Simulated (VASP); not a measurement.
Write the native input for VASP 6.6.1 that does the following.

```
Task                   : relaxation of cell and atoms
Functional             : PBE
Potentials or basis    : VASP PAW PBE potentials, release 64 (S)
Cutoff                 : 600 eV
k mesh                 : 16 × 16 × 16
Occupations            : fermi-dirac, width 0.08 eV
Spin                   : no spin polarisation
Target pressure        : 2.3 GPa
Dipole correction      : no
Further INCAR settings : ALGO = Normal; EDIFF = 1e-06; IBRION = 2; EDIFFG = -0.005; NSW = 32; ISIF = 3
```

The structure of S lies in POSCAR:

```
S
1.0
    0.0000000000      1.9769062623      1.9769062623
    1.9769062623      0.0000000000      1.9769062623
    1.9769062623      1.9769062623      0.0000000000
S
1
Direct
    0.0000000000      0.0000000000      0.0000000000
```

This isn't the form of S at room conditions, which is orthorhombic, of S8 rings.

The input as run:

INCAR

```
ALGO = Normal
EDIFF = 1E-6
EDIFFG = -0.005
ENCUT = 600
GGA = PE
IBRION = 2
ISIF = 3
ISMEAR = -1
LASPH = T
LCHARG = F
LREAL = F
LWAVE = F
NELM = 100
NSW = 32
PREC = Accurate
PSTRESS = 23.0
SIGMA = 0.08
```

KPOINTS

```
k-points
0
Gamma
  16 16 16
```

Potentials or basis: VASP PAW PBE potentials, release 64 (S).

The run is started by

```bash
$ cat potpaw_PBE.64/S/POTCAR > POTCAR
$ mpirun -np 1 vasp_std > vasp.out
```

It gave:

```
Relaxed volume                                             : 15.42 Å³/atom
Relaxed cell                                               : a = 2.794 Å, b = 2.794 Å, c = 2.794 Å, α = 60.00°, β = 60.00°, γ = 60.00°
Space group after relaxing (to 0.1 Å)                      : Fm-3m (No. 225)
Energy change on relaxing (the run minimises the enthalpy) : +0.4 meV/atom
Ionic steps                                                : 2
Pressure after relaxing                                    : 2.3 GPa
Band gap on the k mesh                                     : zero (bands 3 and 4 overlap by 5.98 eV)
```

Caveat: the cell is relaxed towards a set pressure, so the run minimises the enthalpy, not the energy.

Wall time 14 s on 1 thread of Intel Xeon 8259CL, on a shared host, peak memory 0.14 GiB.
